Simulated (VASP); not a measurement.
# B (I4_1/amd) in VASP: notebook

The runs below take B through single point, with PBE.

Everything below comes from runs of VASP 6.6.1. Logs are shortened: lines on timing, memory, paths and dates and some standing lists are left out, and cuts for length are marked.

### Step 1. The cell of the first run

Symmetry: I4_1/amd, No. 141, tetragonal system. Conventional cell: a = 3.527 Å, b = 3.527 Å, c = 1.541 Å, α = 90.00°, β = 90.00°, γ = 90.00°. B (site symmetry -4m2) has 10 B at 1.54 to 2.11 Å within 2.2 Å.

### Step 2. Single point, PBE

The input, INCAR:

```
SYSTEM = B
PREC     = Accurate       ! precision mode
ENCUT    = 520            ! plane-wave cutoff, eV
EDIFF    = 1E-6           ! SCF threshold, eV
ISMEAR   = -1             ! smearing method
SIGMA    = 0.05           ! smearing width, eV
LREAL    = .FALSE.        ! projectors in reciprocal space
LASPH    = .TRUE.         ! aspherical terms in the spheres
NELM     = 100            ! most SCF steps
ALGO     = Normal         ! electronic algorithm
ISIF     = 2              ! what is computed and relaxed
LWAVE    = .FALSE.        ! write WAVECAR
LCHARG   = .TRUE.         ! write CHGCAR
GGA      = PE             ! functional
LELF     = .TRUE.         ! ELF
LVHAR    = .TRUE.       
NBANDS   = 10             ! bands
```

The input, KPOINTS:

```
Automatic mesh
0
G
  21 21 21
  0 0 0
```

The input, POSCAR:

```
B
1.0
   -1.7634565465      1.7634565465      0.7707280139
    1.7634565465     -1.7634565465      0.7707280139
    1.7634565465      1.7634565465     -0.7707280139
B
2
Direct
   -0.3750000000     -0.1250000000     -0.2500000000
    0.3750000000      0.1250000000      0.2500000000
```

Potentials or basis: VASP PAW PBE potentials, release 64 (B).

On the command line:

```
$ cat potpaw_PBE.64/B/POTCAR > POTCAR
$ mpirun -np 1 vasp_std > vasp.out
```

OUTCAR:

```text
SYSTEM = B
   PREC = Accurate
   ENCUT = 520
   EDIFF = 1E-6
   ISMEAR = -1
   LREAL = .FALSE.
   LASPH = .TRUE.
   NELM = 100
   ISIF = 2
   GGA = PE

 ion  position               nearest neighbor table
   1  0.625  0.875  0.750-   2 1.81   2 1.81   2 1.81   2 1.81   2 2.11   2 2.11   2 2.11   2 2.11

   2  0.375  0.125  0.250-   1 1.81   1 1.81   1 1.81   1 1.81   1 2.11   1 2.11   1 2.11   1 2.11

  LATTYP: Found a body centered tetragonal cell.
 ALAT       =     3.5269130930
 C/A-ratio  =     0.4370552909

  Lattice vectors:

 A1 = (  -1.7634565465,   1.7634565465,   0.7707280139)
 A2 = (   1.7634565465,  -1.7634565465,   0.7707280139)
 A3 = (   1.7634565465,   1.7634565465,  -0.7707280139)

Analysis of symmetry for initial positions (statically):
=====================================================================
 Subroutine PRICEL returns:
 Original cell was already a primitive cell.

 Routine SETGRP: Setting up the symmetry group for a
 body centered tetragonal supercell.

 Subroutine GETGRP returns: Found 16 space group operations
 (whereof  4 operations were pure point group operations)
 out of a pool of 16 trial point group operations.

The static configuration has the point symmetry C_2h.
 The point group associated with its full space group is D_4h.

Analysis of symmetry for dynamics (positions and initial velocities):
=====================================================================
 Subroutine PRICEL returns:
 Original cell was already a primitive cell.

 Routine SETGRP: Setting up the symmetry group for a
 body centered tetragonal supercell.

 Subroutine GETGRP returns: Found 16 space group operations
 (whereof  4 operations were pure point group operations)
 out of a pool of 16 trial point group operations.

The dynamic configuration has the point symmetry C_2h.
 The point group associated with its full space group is D_4h.

 Subroutine INISYM returns: Found 16 space group operations
 (whereof  4 operations are pure point group operations),
 and found     1 'primitive' translations

----------------------------------------------------------------------------------------

                                     Primitive cell

  volume of cell :       9.5872

  direct lattice vectors                    reciprocal lattice vectors
    -1.763456547  1.763456547  0.770728014     0.000000000  0.283534063  0.648737286
     1.763456547 -1.763456547  0.770728014     0.283534063  0.000000000  0.648737286
     1.763456547  1.763456547 -0.770728014     0.283534063  0.283534063  0.000000000

[... 84 lines left out ...]
   LREAL  =      F    real-space projection
   EDIFFG = 0.1E-04   stopping-criterion for IOM
   NSW    =      0    number of steps for IOM
   IBRION =     -1    ionic relax: 0-MD 1-quasi-New 2-CG
   NFREE  =      0    steps in history (QN), initial steepest desc. (CG)
   ISIF   =      2    stress and relaxation
   ISYM   =      2    0-nonsym 1-usesym 2-fastsym
   POTIM  = 0.5000    time-step for ionic-motion
   TEBEG  =    0.0;   TEEND  =   0.0 temperature during run
   PSTRESS=    0.0 pullay stress
   NELECT =       6.0000    total number of electrons
   NUPDOWN=      -1.0000    fix difference up-down
   EMIN   =  10.00;   EMAX   =-10.00  energy-range for DOS
   EFERMI =   0.00;   METHOD = LEGACY
   ISMEAR =    -1;   SIGMA  =   0.05  broadening in eV -4-tet -1-fermi 0-gaus
   EFERMI_NEDOS =   21; number of points for ismear=-14 and -15
   IALGO  =     38    algorithm
   IMIX   =      4    mixing-type and parameters
     AMIX     =   0.40;   BMIX     =  1.00
     AMIX_MAG =   1.60;   BMIX_MAG =  1.00
  volume/ion in A,a.u.               =       4.79        32.35
  Fermi-wavevector in a.u.,A,eV,Ry     =   1.400323  2.646228 26.679743  1.960906
  Thomas-Fermi vector in A             =   2.523295
   LORBIT       =      0    0 simple, 1 ext, 2 COOP (PROOUT), +10 PAW based schemes
   GGA     = PE    functional components
   LHFCALC =     F    Hartree Fock is set to
   AEXX    =    0.0000 exact exchange contribution
   IVDW    =     0    specifies the selected vdW correction
   LEPSILON=     F    determine dielectric tensor
   LRPA    =     F    only Hartree local field effects (RPA)
 non-spin polarized calculation
  energy-cutoff  :      520.00
  volume of cell :        9.59
 maximum number of plane-waves:       271
   NGX =  9   NGY =  9   NGZ =  9

 number of electron       6.0000000 magnetization

 Free energy of the ion-electron system (eV)
  ---------------------------------------------------
  ext. energy  EPLUGINS =         0.00000000
  ---------------------------------------------------
  free energy    TOTEN  =        -9.91654637 eV

  energy without entropy =       -9.91325809  energy(sigma->0) =       -9.91490223

 E-fermi :  12.1515     XC(G=0): -13.7985

 val. band max:       12.1239682429   @ k =   0.1429   0.1429   0.0476
 cond. band min:      12.1543735831   @ k =   0.4762   0.0952   0.0000
 fundamental gap:      0.0304053402
 Fermi energy:        12.1514883973

 k-point     1 :       0.0000    0.0000    0.0000
  band No.  band energies     occupation
      1      -8.5137      2.00000
      2       6.6890      2.00000
      3       6.6890      2.00000
      4      15.7639      0.00000
      5      17.6707      0.00000
      6      24.8960      0.00000
      7      24.8960      0.00000
      8      35.8438      0.00000
      9      40.1698      0.00000
     10      40.2563      0.00000
[... 287 lines left out ...]
 k-point    24 :      -0.3810    0.0476   -0.0000
  band No.  band energies     occupation
      1      -2.1153      2.00000
      2       7.9272      2.00000
      3      10.0839      2.00000
      4      16.2097      0.00000
      5      18.8453      0.00000
      6      24.4292      0.00000
      7      26.5616      0.00000
      8      31.0838      0.00000
      9      31.8102      0.00000
     10      36.0996      0.00000

 [... further k-points ...]
[... 5 lines left out ...]
  --------------------------------------------------------------------------------------
  -------------------------------------------------------------------------------------
  Total        8.0548017      8.0548017      8.0585145      0.0000000      0.0000000      0.0000000
  in kB     1346.0920934   1346.0920934   1346.7125623      0.0000000      0.0000000      0.0000000
  external PRESSURE =    1346.2989164 kB  Pullay stress =       0.0000000 kB

 VOLUME and BASIS-vectors are now :
 -----------------------------------------------------------------------------
  energy-cutoff  :      520.00
  volume of cell :        9.59
      direct lattice vectors                 reciprocal lattice vectors
    -1.763456547  1.763456547  0.770728014     0.000000000  0.283534063  0.648737286
     1.763456547 -1.763456547  0.770728014     0.283534063  0.000000000  0.648737286
     1.763456547  1.763456547 -0.770728014     0.283534063  0.283534063  0.000000000

 POSITION                                       TOTAL-FORCE (eV/Angst)
 -----------------------------------------------------------------------------------
      1.76346      0.88173      0.57805         0.000000     -0.000000     -0.000000
      0.00000      0.88173      0.19268        -0.000000      0.000000      0.000000
 -----------------------------------------------------------------------------------
    total drift:                               -0.000000      0.000000      0.000000

  FREE ENERGIE OF THE ION-ELECTRON SYSTEM (eV)
  ---------------------------------------------------
  free  energy   TOTEN  =        -9.9165463740 eV

  energy  without entropy=       -9.9132580936  energy(sigma->0) =       -9.91490223
```

OSZICAR:

```text
N       E                     dE             d eps       ncg     rms          rms(c)
DAV:   1     0.344241766725E+01    0.34424E+01   -0.32253E+03 15108   0.557E+02
DAV:   2    -0.100495014230E+02   -0.13492E+02   -0.13003E+02 18278   0.105E+02
DAV:   3    -0.102048637133E+02   -0.15536E+00   -0.15471E+00 17004   0.834E+00
DAV:   4    -0.102049414973E+02   -0.77784E-04   -0.77778E-04 16244   0.179E-01
DAV:   5    -0.102049415079E+02   -0.10663E-07   -0.10630E-07 16378   0.240E-03    0.452E+00
DAV:   6    -0.999935012713E+01    0.20559E+00   -0.82933E-02 15620   0.175E+00    0.269E+00
DAV:   7    -0.991653541376E+01    0.82815E-01   -0.11594E-01 15884   0.199E+00    0.342E-01
DAV:   8    -0.991654755574E+01   -0.12142E-04   -0.55346E-04 16090   0.238E-01    0.377E-02
DAV:   9    -0.991654604034E+01    0.15154E-05   -0.85525E-06 16460   0.189E-02    0.784E-03
DAV:  10    -0.991654637395E+01   -0.33362E-06   -0.15915E-07  9790   0.383E-03
   1 F= -.99165464E+01 E0= -.99149022E+01  d E =-.328828E-02
```

stdout:

```text
POSCAR found type information on POSCAR B
 POSCAR found :  1 types and       2 ions
 scaLAPACK will be used
 LDA part: xc-table for (Slater+PW92), standard interpolation
 POSCAR, INCAR and KPOINTS ok, starting setup
 FFT: planning ... GRIDC
 FFT: planning ... GRID_SOFT
 FFT: planning ... GRID
 WAVECAR not read
 entering main loop
```

Run time: 87 s. Hardware: 1 thread of Intel Xeon 8259CL, shared host; peak memory 0.17 GiB.

Results:

* Free energy: -9.9165 eV
* Pressure: 134.6 GPa
* Band gap on the k mesh: zero (bands 3 and 4 overlap by 12.96 eV)

Levels at points of the mesh, in eV from the Fermi level:
| k point | band 1 | band 2 | band 3 | band 4 | band 5 | band 6 |
| --- | --- | --- | --- | --- | --- | --- |
| (0.00, 0.00, 0.00) | -20.67 | -5.46 | -5.46 | 3.61 | 5.52 | 12.74 |

Caveat: the cell stands under pressure.

### Step 3. Single point, PBE (4.79 Å³/atom)

The input, INCAR:

```
PREC = Accurate ; ENCUT = 520
EDIFF = 1E-6 ; ISMEAR = -1
SIGMA = 0.05 ; LREAL = False
LASPH = True ; NELM = 60
ALGO = Normal ; ISIF = 2
LWAVE = False ; LCHARG = True
GGA = PE ; LELF = True
LVHAR = True ; NBANDS = 10
```

The input, KPOINTS:

```
regular mesh
0
Gamma
  21 21 21
```

POSCAR is that of step 2.

Potentials or basis: VASP PAW PBE potentials, release 64 (B).

On the command line:

```
$ cat potpaw_PBE.64/B/POTCAR > POTCAR
$ mpirun -np 1 vasp_std > vasp.out
```

It took 80 s on 1 thread of Intel Xeon 8259CL, shared host; peak memory 0.17 GiB.

The run converged. Its results:

| Property | Result |
| --- | --- |
| Free energy | -9.9165 eV |
| Pressure | 134.6 GPa |
| Band gap on the k mesh | zero (bands 3 and 4 overlap by 12.96 eV) |

Levels at points of the mesh, in eV from the Fermi level:
```csv
k point,band 1,band 2,band 3,band 4,band 5,band 6
"(0.00, 0.00, 0.00)",-20.67,-5.46,-5.46,3.61,5.52,12.74
```

Caveat: the cell stands under pressure.

### Step 4. Single point, PBE

This run uses another cell than the first one, of 5.59 Å³/atom.

The input, INCAR:

```
PREC = Accurate
ENCUT = 520
EDIFF = 1E-6
ISMEAR = -1
SIGMA = 0.05
LREAL = F
LASPH = T
NELM = 60
ALGO = Normal
ISIF = 2
LWAVE = F
LCHARG = F
GGA = PE
NBANDS = 10
```

KPOINTS is that of step 3.

The input, POSCAR:

```
B
1.0
   -1.8911083568      1.8911083568      0.7818881516
    1.8911083568     -1.8911083568      0.7818881516
    1.8911083568      1.8911083568     -0.7818881516
B
2
Direct
   -0.3750000000     -0.1250000000     -0.2500000000
    0.3750000000      0.1250000000      0.2500000000
```

On the command line:

```
$ cat potpaw_PBE.64/B/POTCAR > POTCAR
$ mpirun -np 1 vasp_std > vasp.out
```

Run time: 82 s. Hardware: 1 thread of Intel Xeon 8259CL, shared host; peak memory 0.19 GiB.

Results (log left out):

```
Free energy            : -10.8512 eV
Pressure               : 60.4 GPa
Band gap on the k mesh : zero (bands 3 and 4 overlap by 12.88 eV)
```

Stress tensor (GPa, compression positive):
```
60.39  0.00  0.00
 0.00 60.39  0.00
 0.00  0.00 60.55
```

Levels at points of the mesh, in eV from the Fermi level:
```
           k point  band 1  band 2  band 3  band 4  band 5  band 6
(0.00, 0.00, 0.00)  -19.10   -5.53   -5.53    0.69    4.98    9.80
```

Caveat: the cell stands under pressure.

### Step 5. Single point, PBE

This run uses another cell than the first one, of 6.39 Å³/atom.

The input, INCAR:

```
PREC = Accurate ; ENCUT = 520
EDIFF = 1E-6 ; ISMEAR = -1
SIGMA = 0.05 ; LREAL = F
LASPH = T ; NELM = 80
ALGO = Normal ; ISIF = 2
LWAVE = F ; LCHARG = T
GGA = PE ; LELF = T
LVHAR = T ; NBANDS = 10
```

The input, KPOINTS:

```
Automatic mesh
0
Gamma
  21 21 21
```

The input, POSCAR:

```
B
1.0
   -2.0132566830      2.0132566830      0.7884444634
    2.0132566830     -2.0132566830      0.7884444634
    2.0132566830      2.0132566830     -0.7884444634
B
2
Direct
   -0.3750000000     -0.1250000000     -0.2500000000
    0.3750000000      0.1250000000      0.2500000000
```

Potentials or basis: VASP PAW PBE potentials, release 64 (B).

On the command line:

```
$ cat potpaw_PBE.64/B/POTCAR > POTCAR
$ mpirun -np 1 vasp_std > vasp.out
```

OUTCAR:

```text
PREC = Accurate
   ENCUT = 520
   EDIFF = 1E-6
   ISMEAR = -1
   LREAL = F
   LASPH = T
   NELM = 80
   ISIF = 2
   GGA = PE

 ion  position               nearest neighbor table
   1  0.625  0.875  0.750-   2 2.05   2 2.05   2 2.05   2 2.05
   2  0.375  0.125  0.250-   1 2.05   1 2.05   1 2.05   1 2.05

  LATTYP: Found a body centered tetragonal cell.
 ALAT       =     4.0265133660
 C/A-ratio  =     0.3916263982

  Lattice vectors:

 A1 = (  -2.0132566830,   2.0132566830,   0.7884444634)
[... 489 lines left out ...]
      3       7.6348      2.00000
      4      12.8228      0.00000
      5      14.0179      0.00000
      6      18.7058      0.00000
      7      21.2246      0.00000
      8      23.7034      0.00000
      9      24.9769      0.00000
     10      29.9531      0.00000

 [... further k-points ...]
[... 5 lines left out ...]
  --------------------------------------------------------------------------------------
  -------------------------------------------------------------------------------------
  Total        2.2094408      2.2094408      2.2104442     -0.0000000      0.0000000      0.0000000
  in kB      276.9258841    276.9258841    277.0516520     -0.0000000      0.0000000      0.0000000
  external PRESSURE =     276.9678067 kB  Pullay stress =       0.0000000 kB

 VOLUME and BASIS-vectors are now :
 -----------------------------------------------------------------------------
  energy-cutoff  :      520.00
  volume of cell :       12.78
      direct lattice vectors                 reciprocal lattice vectors
    -2.013256683  2.013256683  0.788444463     0.000000000  0.248353826  0.634160075
     2.013256683 -2.013256683  0.788444463     0.248353826  0.000000000  0.634160075
     2.013256683  2.013256683 -0.788444463     0.248353826  0.248353826  0.000000000

 POSITION                                       TOTAL-FORCE (eV/Angst)
 -----------------------------------------------------------------------------------
      2.01326      1.00663      0.59133        -0.000000      0.000000     -0.000000
      0.00000      1.00663      0.19711         0.000000     -0.000000      0.000000
 -----------------------------------------------------------------------------------
    total drift:                               -0.000000      0.000000     -0.000000

  FREE ENERGIE OF THE ION-ELECTRON SYSTEM (eV)
  ---------------------------------------------------
  free  energy   TOTEN  =       -11.2625203226 eV

  energy  without entropy=      -11.2595671972  energy(sigma->0) =      -11.26104376
```

OSZICAR:

```text
N       E                     dE             d eps       ncg     rms          rms(c)
DAV:   1     0.801889699591E+00    0.80189E+00   -0.30456E+03 14916   0.536E+02
DAV:   2    -0.114791116440E+02   -0.12281E+02   -0.11896E+02 18944   0.946E+01
DAV:   3    -0.116441302511E+02   -0.16502E+00   -0.16329E+00 17442   0.820E+00
DAV:   4    -0.116442576217E+02   -0.12737E-03   -0.12737E-03 16680   0.217E-01
DAV:   5    -0.116442576495E+02   -0.27778E-07   -0.27200E-07 16698   0.358E-03    0.447E+00
DAV:   6    -0.113686743840E+02    0.27558E+00   -0.15197E-01 15596   0.202E+00    0.255E+00
DAV:   7    -0.112623557522E+02    0.10632E+00   -0.20529E-01 15880   0.229E+00    0.323E-01
DAV:   8    -0.112625146019E+02   -0.15885E-03   -0.14356E-03 16100   0.355E-01    0.304E-02
DAV:   9    -0.112625190676E+02   -0.44656E-05   -0.92609E-06 17966   0.229E-02    0.116E-02
DAV:  10    -0.112625203542E+02   -0.12866E-05   -0.71065E-07 13582   0.718E-03    0.837E-04
DAV:  11    -0.112625203226E+02    0.31567E-07   -0.19013E-08  8228   0.120E-03
   1 F= -.11262520E+02 E0= -.11261044E+02  d E =-.295313E-02
```

It took 73 s on 1 thread of Intel Xeon 8259CL, shared host; peak memory 0.2 GiB.

What came out:

* Free energy: -11.2625 eV
* Pressure: 27.7 GPa
* Band gap on the k mesh: zero (bands 3 and 4 overlap by 13.40 eV)

Levels at points of the mesh, in eV from the Fermi level:
| k point | band 1 | band 2 | band 3 | band 4 | band 5 | band 6 |
| --- | --- | --- | --- | --- | --- | --- |
| (0.00, 0.00, 0.00) | -17.52 | -5.24 | -5.24 | -1.23 | 4.88 | 7.83 |

Caveat: the cell stands under pressure.

### Step 6. Single point, PBE

This run uses another cell than the first one, of 7.19 Å³/atom.

The input, INCAR:

```
ALGO     = Normal         # electronic algorithm
EDIFF    = 1E-6           # SCF threshold, eV
ENCUT    = 520            # plane-wave cutoff, eV
GGA      = PE             # functional
ISIF     = 2              # what is computed and relaxed
ISMEAR   = -1             # smearing method
LASPH    = True           # aspherical terms in the spheres
LCHARG   = False          # write CHGCAR
LREAL    = False          # projectors in reciprocal space
LWAVE    = False          # write WAVECAR
NBANDS   = 10             # bands
NELM     = 100            # most SCF steps
PREC     = Accurate       # precision mode
SIGMA    = 0.05           # smearing width, eV
```

The input, KPOINTS:

```
k-points
0
Gamma
  21 21 21
```

The input, POSCAR:

```
B
1.0
   -2.1256046940      2.1256046940      0.7957138697
    2.1256046940     -2.1256046940      0.7957138697
    2.1256046940      2.1256046940     -0.7957138697
B
2
Direct
   -0.3750000000     -0.1250000000     -0.2500000000
    0.3750000000      0.1250000000      0.2500000000
```

Potentials or basis: VASP PAW PBE potentials, release 64 (B).

On the command line:

```
$ cat potpaw_PBE.64/B/POTCAR > POTCAR
$ mpirun -np 1 vasp_std > vasp.out
```

It took 79 s on 1 thread of Intel Xeon 8259CL, shared host; peak memory 0.2 GiB.

It converged, with:

```yaml
Free_energy: -11.4387 eV
Pressure: 9.1 GPa
Band_gap_on_the_k_mesh: zero (bands 3 and 4 overlap by 13.31 eV)
```

Levels at points of the mesh, in eV from the Fermi level:
| k point | band 1 | band 2 | band 3 | band 4 | band 5 | band 6 |
| --- | --- | --- | --- | --- | --- | --- |
| (0.00, 0.00, 0.00) | -16.08 | -4.78 | -4.78 | -2.46 | 5.00 | 6.55 |

Caveat: the cell stands under pressure.

### Step 7. The runs side by side

```csv
cell,gap on the mesh (eV),pressure (GPa)
"a = 2.610 Å, angles 95.0, 95.0, 145.7°, 2 atoms",none,134.6
"a = 2.786 Å, angles 94.5, 94.5, 147.4°, 2 atoms",none,60.4
"a = 2.954 Å, angles 94.1, 94.1, 149.0°, 2 atoms",none,27.7
"a = 3.110 Å, angles 93.8, 93.8, 150.3°, 2 atoms",none,9.1
```

Alike in all rows: task single point; level PBE; potentials or basis VASP PAW PBE potentials, release 64 (B); no spin polarisation; k mesh 21 × 21 × 21; cutoff (eV) 520; smearing fermi-dirac 0.05 eV.

Caveats: the cell stands under pressure.

Absolute energies hang on the potentials; compare differences alone.

The gap in the log of VASP goes by the Fermi energy; the results here count the filled bands.